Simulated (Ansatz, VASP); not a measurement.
**CdSe: VASP beside Ansatz**

```
Cd Se
1.0
     4.34072    0.00000    0.00000
    -2.17036    3.75918    0.00000
     0.00000    0.00000    7.07665
Cd Se
2 2
Direct
  0.33333 0.66667 0.99952
  0.66667 0.33333 0.49952
  0.33333 0.66667 0.37548
  0.66667 0.33333 0.87548
```

Alike in both runs: task single point; functional r2SCAN; k mesh 12 × 12 × 4; no spin polarisation.

|  | VASP | Ansatz |
| --- | --- | --- |
| version | VASP 6.6.1 | Ansatz 0.2.0 |
| potentials or method | VASP PAW PBE potentials, release 64 (Cd, Se) | plane waves, PAW |
| plane-wave cutoff (eV) | 520 | 500 |
| occupations | gaussian, width 0.01 eV | fixed |
| valence electrons in the cell | 36 | 72 |

|  | VASP | Ansatz | Ansatz less VASP |
| --- | --- | --- | --- |
| gap on the k mesh at the Fermi level (eV) | 1.09 | 1.11 | +0.011 |
| pressure (GPa) | 0.2 | 0.0 | -0.24 |

VASP's potentials were made for PBE, not for r2SCAN. VASP's potentials hold 36 valence electrons a cell and Ansatz's 72, so a difference there can come from the potentials and not from the codes.
